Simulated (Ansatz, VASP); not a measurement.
**One calculation of Bi2Se3, two programs**

```
Bi Se
1.0
    -2.57803    2.57803    5.80339
     2.57803   -2.57803    5.80339
     2.57803    2.57803   -5.80339
Bi Se
2 3
Cartesian
  0.0000 2.5780 2.9017
  2.5780 0.0000 2.9017
  0.0000 2.5780 0.0000
  2.5780 0.0000 0.0000
  0.0000 0.0000 5.8034
```

Alike in both runs: functional PBE; k mesh 10 × 10 × 10; occupations gaussian, width 0.1 eV; no spin polarisation.

Ansatz relaxed the structure, and its values are those at the end. VASP's run is a single point on that final structure, the one shown.

|  | VASP | Ansatz |
| --- | --- | --- |
| version | VASP 6.6.1 | Ansatz 0.2.0 |
| potentials or method | VASP PAW PBE potentials, release 64 (Bi_d, Se), cutoff 520 eV | scalar-relativistic, plane waves, PAW |
| valence electrons in the cell | 48 | 78 |

```csv
,VASP,Ansatz,Ansatz less VASP
gap on the k mesh at the Fermi level (eV),none,none,-
pressure (GPa),0.0,0.0,0.00
```

A gap of «none» marks a metal or a gap that the smearing closes. VASP's potentials hold 48 valence electrons a cell and Ansatz's 78, so a difference there can come from the potentials and not from the codes.

Spin-orbit coupling is off throughout.
